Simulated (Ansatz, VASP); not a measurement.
## Two plane-wave programs on PtS2

```
Pt S
1.0
     3.54320    0.00000    0.00000
    -1.77160    3.06850    0.00000
     0.00000    0.00000    5.03880
Pt S
1 2
Cartesian
  0.0000 0.0000 0.0000
  1.7716 1.0228 3.8950
  0.0000 2.0457 1.1438
```

Alike in both runs: functional PBEsol; k mesh 9 × 9 × 5; occupations fermi-dirac, width 0.05 eV; no spin polarisation; Hubbard terms Pt d U = 5.0 eV.

|  | VASP | Ansatz |
| --- | --- | --- |
| version | VASP 6.6.1 | Ansatz 0.2.0 |
| potentials or method | VASP PAW PBE potentials, release 64 (Pt, S) | Ansatz PAW |
| plane-wave cutoff (eV) | 520 | 420 |
| valence electrons in the cell | 22 | 30 |
| task | single point | projected density of states |

|  | VASP | Ansatz | Ansatz less VASP |
| --- | --- | --- | --- |
| gap on the k mesh at the Fermi level (eV) | 0.82 | 0.85 | +0.035 |
| least direct gap on the mesh (eV) | 0.95 | 0.96 | +0.013 |
| pressure (GPa) | 1.7 | 7.1 | +5.40 |
| traceless stress, the component that is largest in VASP (GPa) | 1.68 | -0.51 | -2.188 |
| rms of the force components (eV/Å) | 0.270 | 0.509 | +0.2390 |

VASP's potentials were made for PBE, not for PBEsol. The programs project onto different local orbitals, so the same U acts differently, and such runs can settle in different states. Atom by atom the forces differ by 0.239 eV/Å (rms over components). VASP's potentials hold 22 valence electrons a cell and Ansatz's 30, so a difference there can come from the potentials and not from the codes.

Neither program's run includes spin-orbit coupling. Noted on Ansatz's run: odd divisions of the mesh miss points on the zone boundary, where band edges often lie, so the gap on the mesh can be too wide.
